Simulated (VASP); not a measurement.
Input of a VASP 6.6.1 run:

Contents of POSCAR:

```
Pt
1.0
    1.7265116134      0.9968019447      3.2016087902
   -1.7265116134      0.9968019447      3.2016087902
    0.0000000000     -1.9936038895      3.2016087902
Pt
2
Direct
    0.2275400000      0.2275400000      0.2275400000
    0.7724600000      0.7724600000      0.7724600000
```

INCAR.step1

```
SYSTEM = Pt
PREC     = Accurate       ! precision mode
ENCUT    = 520            ! plane-wave cutoff, eV
ISMEAR   = 0              ! smearing method
SIGMA    = 0.1            ! smearing width, eV
LREAL    = .False.        ! projectors in reciprocal space
LASPH    = .True.         ! aspherical terms in the spheres
NELM     = 80             ! most SCF steps
NBANDS   = 17             ! bands
GGA      = PE             ! functional
ALGO     = Normal         ! electronic algorithm
EDIFF    = 1E-4           ! SCF threshold, eV
LWAVE    = .True.         ! write WAVECAR
LCHARG   = .False.        ! write CHGCAR
```

File INCAR.step2:

```
SYSTEM = Pt
PREC     = Accurate       ! precision mode
ENCUT    = 520            ! plane-wave cutoff, eV
EDIFF    = 1E-7           ! SCF threshold, eV
ISMEAR   = 0              ! smearing method
SIGMA    = 0.1            ! smearing width, eV
LREAL    = .False.        ! projectors in reciprocal space
LASPH    = .True.         ! aspherical terms in the spheres
NELM     = 80             ! most SCF steps
ALGO     = Normal         ! electronic algorithm
ISIF     = 2              ! what is computed and relaxed
LWAVE    = .False.        ! write WAVECAR
LCHARG   = .True.         ! write CHGCAR
METAGGA  = R2SCAN         ! meta-GGA
LMIXTAU  = .True.       
LELF     = .True.         ! ELF
LVHAR    = .True.       
NBANDS   = 17             ! bands
ISTART   = 1
```

The input KPOINTS:

```
regular mesh
0
Gamma
  6 6 6
  0 0 0
```

Potentials or basis: VASP PAW PBE potentials, release 64 (Pt).

The run is started by

```console
$ cat potpaw_PBE.64/Pt/POTCAR > POTCAR
$ cp INCAR.step1 INCAR
$ mpirun -np 1 vasp_std > vasp.out
$ cp INCAR.step2 INCAR
$ mpirun -np 1 vasp_std > vasp.out
```

Estimate the pressure.

41.0 GPa.

Estimate the largest force.

6.507 eV/Å.

Predict the band gap on the k mesh.

zero (band 10 reaches 11.56 eV, above the bottom of band 11 at 8.69 eV).

Stress tensor (GPa, compression positive):
```
50.51  0.00  0.00
 0.00 50.51  0.00
 0.00  0.00 22.10
```

Caveat: the k points lie up to 0.37 Å⁻¹ apart; the PAW data sets were made with another functional, which shifts forces and pressure a little; spin-orbit coupling is left out, which moves the levels of the heavy elements.
